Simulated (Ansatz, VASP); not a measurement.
ZrB in VASP and in Ansatz

```
CELL_PARAMETERS angstrom
0.00000 2.32500 2.32500
2.32500 0.00000 2.32500
2.32500 2.32500 0.00000
ATOMIC_POSITIONS crystal
Zr 0.00000 0.00000 0.00000
B 0.50000 0.50000 0.50000
```

Alike in both runs: task relaxation of cell and atoms; functional RPBE; k mesh 10 × 10 × 10; occupations fermi-dirac, width 0.05 eV; no spin polarisation.

|  | VASP | Ansatz |
| --- | --- | --- |
| version | VASP 6.6.1 | Ansatz 0.2.0 |
| potentials or method | VASP PAW PBE potentials, release 64 (Zr_sv, B) | Ansatz PAW |
| plane-wave cutoff (eV) | 600 | 420 |
| valence electrons in the cell | 15 | 15 |

|  | VASP | Ansatz | Ansatz less VASP |
| --- | --- | --- | --- |
| gap on the k mesh at the Fermi level, each at its own relaxed structure (eV) | none | none | - |
| relaxed volume (Å³/atom) | 15.00 | 14.99 | -0.003 |
| relaxed cell length with the largest relative difference (Å) | 3.487 | 3.487 | -0.0003 |

VASP's potentials were made for PBE, not for RPBE. A gap of «none» marks a metal or a gap that the smearing closes.

Noted on VASP's run: the volume moved by over 15 % at a fixed basis, so the end points are rough. Noted on Ansatz's run: the volume moved by over 15 % at a fixed basis, so the end points are rough; the plane-wave basis is chosen anew once the cell has moved, so the energies of steps on either side of that aren't comparable.
